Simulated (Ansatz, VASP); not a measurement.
Gd in VASP and in Ansatz

```
CELL_PARAMETERS angstrom
-2.55991 -2.55991 5.11982
-5.11982 -2.55991 2.55991
-2.55991 -5.11982 2.55991
ATOMIC_POSITIONS crystal
Gd 0.00000 0.00000 0.00000
Gd 0.50000 0.50000 0.50000
```

Alike in both runs: task single point; functional PBE; k mesh 12 × 12 × 12; occupations gaussian, width 0.05 eV; collinear spin; Hubbard terms Gd f U = 6.0 eV.

|  | VASP | Ansatz |
| --- | --- | --- |
| version | VASP 6.6.1 | Ansatz 0.2.0 |
| potentials or method | VASP PAW PBE potentials, release 64 (Gd), cutoff 600 eV | scalar-relativistic, plane waves, PAW |
| valence electrons in the cell | 36 | 36 |

|  | VASP | Ansatz | Ansatz less VASP |
| --- | --- | --- | --- |
| gap on the k mesh at the Fermi level (eV) | none | none | - |
| pressure (GPa) | 0.3 | 0.1 | -0.20 |
| net moment per atom (μB) | 7.79 | 7.80 | +0.005 |
| size of the moment on the site where the two differ most (μB) | 7.11 | 7.50 | +0.385 |

Site moments also hang on the region over which each program counts them. The programs project onto different local orbitals, so the same U acts differently, and such runs can settle in different states. A gap of «none» marks a metal or a gap that the smearing closes. Ansatz's warnings: filled band counts differ across k points.

Spin-orbit coupling is off throughout.
